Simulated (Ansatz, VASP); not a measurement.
**BiTe in VASP and in Ansatz**

```xyz
2
Lattice="0.0000 3.1754 3.1754 3.1754 0.0000 3.1754 3.1754 3.1754 0.0000" Properties=species:S:1:pos:R:3 pbc="T T T"
Bi    0.0000    0.0000    0.0000
Te    3.1754    3.1754    3.1754
```

Alike in both runs: functional LDA; k mesh 9 × 9 × 9; occupations fermi-dirac, width 0.05 eV; no spin polarisation.

Ansatz relaxed the structure, and its values are those at the end. VASP's run is a single point on that final structure, the one shown.

|  | VASP | Ansatz |
| --- | --- | --- |
| version | VASP 6.6.1 | Ansatz 0.2.0 |
| potentials or method | VASP PAW LDA potentials, release 64 (Bi_d, Te), cutoff 520 eV | all-electron LAPW, scalar-relativistic |

|  | VASP | Ansatz | Ansatz less VASP |
| --- | --- | --- | --- |
| pressure (GPa) | 0.0 | 0.0 | -0.04 |

LDA's correlation is that of Perdew and Zunger in VASP and of Perdew and Wang (1992) in Ansatz. Ansatz ran all-electron here, and VASP with PAW potentials.

Spin-orbit coupling is off throughout.
